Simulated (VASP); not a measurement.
Lu:

```
Lu
1.0
     0.00000    2.45000    2.45000
     2.45000    0.00000    2.45000
     2.45000    2.45000    0.00000
Lu
1
Direct
  0.00000 0.00000 0.00000
```

This isn't the form of Lu at room conditions, which is hcp.

| Item | Value |
| --- | --- |
| Program | VASP 6.6.1 |
| Task | relaxation of cell and atoms |
| Functional | PBEsol |
| Potentials or basis | VASP PAW PBE potentials, release 64 (Lu) |
| Cutoff | 600 eV |
| k mesh | 8 × 8 × 8 |
| Occupations | methfessel-paxton, width 0.1 eV |
| Spin | no spin polarisation |

At the start: pressure -3.6 GPa; volume 29.41 Å³/atom.

Problem. How do energy, volume and symmetry change on relaxing?

Solution. Over 3 steps the energy falls by 29.2 meV/atom and the volume is 27.05 Å³/atom (-8.0 %); space group Fm-3m (No. 225, to 0.1 Å) before and after.

Step by step:
| step | energy change (eV) | largest force (eV/Å) | pressure (GPa) | volume (Å³) |
| --- | --- | --- | --- | --- |
| 1 | 0.0000 | 0.0000 | -3.59 | 29.41 |
| 2 | -0.0285 | 0.0000 | 0.78 | 26.69 |
| 3 | -0.0292 | 0.0000 | 0.04 | 27.05 |

Final structure:
```
Lu
1.0
     0.00000    2.38252    2.38252
     2.38252    0.00000    2.38252
     2.38252    2.38252    0.00000
Lu
1
Direct
  0.00000 0.00000 0.00000
```

Caveat: the PAW data sets were made with another functional, which shifts forces and pressure a little.
